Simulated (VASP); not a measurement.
Here is a VASP 6.6.1 calculation.

The input INCAR:

```
PREC     = Accurate       # precision mode
ENCUT    = 520            # plane-wave cutoff, eV
EDIFF    = 1E-6           # SCF threshold, eV
ISMEAR   = 0              # smearing method
SIGMA    = 0.15           # smearing width, eV
LREAL    = False          # projectors in reciprocal space
LASPH    = True           # aspherical terms in the spheres
NELM     = 150            # most SCF steps
ALGO     = Fast           # electronic algorithm
ISIF     = 2              # what is computed and relaxed
LWAVE    = False          # write WAVECAR
LCHARG   = False          # write CHGCAR
LNONCOLLINEAR= True           # non-collinear magnetism
MAGMOM   = -1.469 2.08 0.123 # initial moments
LORBIT   = 11             # projections on sites
LMAXMIX  = 4              # l up to which the mixer works
GGA      = CA             # functional
NBANDS   = 19             # bands
```

File KPOINTS:

```
Automatic mesh
0
Gamma
  10 10 10
```

POSCAR

```
Fe
1.0
   -1.4525565699      1.4525565699      1.4525565699
    1.4525565699     -1.4525565699      1.4525565699
    1.4525565699      1.4525565699     -1.4525565699
Fe
1
Direct
    0.0000000000      0.0000000000      0.0000000000
```

Potentials or basis: VASP PAW LDA potentials, release 64 (Fe).

Run with:

```console
$ cat potpaw_LDA.64/Fe/POTCAR > POTCAR
$ mpirun -np 1 vasp_ncl > vasp.out
```

Estimate the pressure.

-29.3 GPa.

Predict the band gap on the k mesh.

zero (bands 8 and 9 overlap by 2.85 eV).

What does it give for the net moment?

2.17 μB per cell.

Moments on the atoms (μB; x, y, z):
```
Fe  -1.25  1.76  0.10
```

Caveat: the cell stands under tension.
